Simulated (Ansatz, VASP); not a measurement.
## Ba in VASP and in Ansatz

Contents of INCAR:

```
PREC     = Accurate       # precision mode
ENCUT    = 520            # plane-wave cutoff, eV
EDIFF    = 1E-6           # SCF threshold, eV
ISMEAR   = 0              # smearing method
SIGMA    = 0.15           # smearing width, eV
LREAL    = False          # projectors in reciprocal space
LASPH    = True           # aspherical terms in the spheres
NELM     = 100            # most SCF steps
ALGO     = Fast           # electronic algorithm
ISIF     = 2              # what is computed and relaxed
LWAVE    = False          # write WAVECAR
LCHARG   = True           # write CHGCAR
GGA      = PS             # functional
LELF     = True           # ELF
LVHAR    = True         
NBANDS   = 11             # bands
```

The input KPOINTS:

```
Automatic mesh
0
Gamma
  14 14 14
```

Contents of POSCAR:

```
Ba
1.0
   -2.6000000000      2.6000000000      2.3000000000
    2.6000000000     -2.6000000000      2.3000000000
    2.6000000000      2.6000000000     -2.3000000000
Ba
1
Direct
    0.0000000000      0.0000000000      0.0000000000
```

Input for Ansatz:

```yaml
crystal:
  lattice:
    - [-2.6, 2.6, 2.3]
    - [2.6, -2.6, 2.3]
    - [2.6, 2.6, -2.3]
  atoms:
    - { symbol: Ba, position: [0.0, 0.0, 0.0] }
basis:
  ecutwfc: 420
kpoints:
  mp_grid: { grid: [14, 14, 14] }
hamiltonian:
  xc: pbesol
scf:
  occupations: { method: gaussian, width: 0.15 }
output:
  forces: true
  stress: true
  eigenvalues: true
```

Change from the starting cell: strain +0.040 along x and y, -0.080 along z, atoms carried along.

Alike in both runs: task single point; functional PBEsol; k mesh 14 × 14 × 14; occupations gaussian, width 0.15 eV; no spin polarisation.

|  | VASP | Ansatz |
| --- | --- | --- |
| version | VASP 6.6.1 | Ansatz 0.2.0 |
| potentials or method | VASP PAW PBE potentials, release 64 (Ba_sv), cutoff 520 eV | scalar-relativistic, plane waves, PAW |
| valence electrons in the cell | 10 | 10 |

|  | VASP | Ansatz | Ansatz less VASP |
| --- | --- | --- | --- |
| gap on the k mesh at the Fermi level (eV) | none | none | - |
| pressure (GPa) | -0.5 | -0.5 | -0.07 |
| traceless stress, the component that is largest in VASP (GPa) | 0.52 | 0.51 | -0.007 |

VASP's potentials were made for PBE, not for PBEsol. A gap of «none» marks a metal or a gap that the smearing closes. The functional is the same, so the differences come from potentials, cutoffs and numerics.

Neither program's run includes spin-orbit coupling.
